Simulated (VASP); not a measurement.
Input of a VASP 6.6.1 run:

POSCAR

```
PbO
1.0
    3.9804038992      0.0000000000      0.0000000000
    0.0000000000      3.9804038992      0.0000000000
    0.0000000000      0.0000000000      5.0009130541
Pb O
2 2
Direct
    0.0000000000      0.5000000000      0.2366325577
    0.5000000000      0.0000000000      0.7633674423
    0.0000000000      0.0000000000      0.0000000000
    0.5000000000      0.5000000000      0.0000000000
```

INCAR.step1

```
SYSTEM = PbO
PREC     = Accurate       ! precision mode
ENCUT    = 520            ! plane-wave cutoff, eV
ISMEAR   = 0              ! smearing method
SIGMA    = 0.01           ! smearing width, eV
LREAL    = .False.        ! projectors in reciprocal space
LASPH    = .True.         ! aspherical terms in the spheres
NELM     = 60             ! most SCF steps
NBANDS   = 28             ! bands
GGA      = PE             ! functional
ALGO     = Normal         ! electronic algorithm
EDIFF    = 1E-4           ! SCF threshold, eV
LWAVE    = .True.         ! write WAVECAR
LCHARG   = .False.        ! write CHGCAR
```

The input INCAR.step2:

```
SYSTEM = PbO
PREC     = Accurate       ! precision mode
ENCUT    = 520            ! plane-wave cutoff, eV
EDIFF    = 1E-6           ! SCF threshold, eV
ISMEAR   = 0              ! smearing method
SIGMA    = 0.01           ! smearing width, eV
LREAL    = .False.        ! projectors in reciprocal space
LASPH    = .True.         ! aspherical terms in the spheres
NELM     = 60             ! most SCF steps
ALGO     = Normal         ! electronic algorithm
ISIF     = 2              ! what is computed and relaxed
LWAVE    = .False.        ! write WAVECAR
LCHARG   = .False.        ! write CHGCAR
METAGGA  = R2SCAN         ! meta-GGA
LMIXTAU  = .True.       
NBANDS   = 28             ! bands
ISTART   = 1
```

The input KPOINTS:

```
Automatic mesh
0
Gamma
  4 4 4
  0 0 0
```

Potentials or basis: VASP PAW PBE potentials, release 64 (Pb_d, O).

Run with:

```console
$ cat potpaw_PBE.64/Pb_d/POTCAR potpaw_PBE.64/O/POTCAR > POTCAR
$ cp INCAR.step1 INCAR
$ mpirun -np 1 vasp_std > vasp.out
$ cp INCAR.step2 INCAR
$ mpirun -np 1 vasp_std > vasp.out
```

Task: What does it give for the band gap on the k mesh?

Result: 1.53 eV, indirect (least direct gap 2.69 eV).

Task: Estimate the largest force.

Result: 0.094 eV/Å.

Task: What does it give for the pressure?

Result: 1.7 GPa.

Forces on the atoms (eV/Å):
```
Pb   0.000  0.000  0.094
Pb   0.000  0.000 -0.094
O    0.000  0.000  0.000
O    0.000  0.000  0.000
```

Caveat: the PAW data sets were made with another functional, which shifts forces and pressure a little; spin-orbit coupling is left out, which moves the levels of the heavy elements. r2SCAN opens gaps a little over a GGA but as a rule still falls short of measured ones.
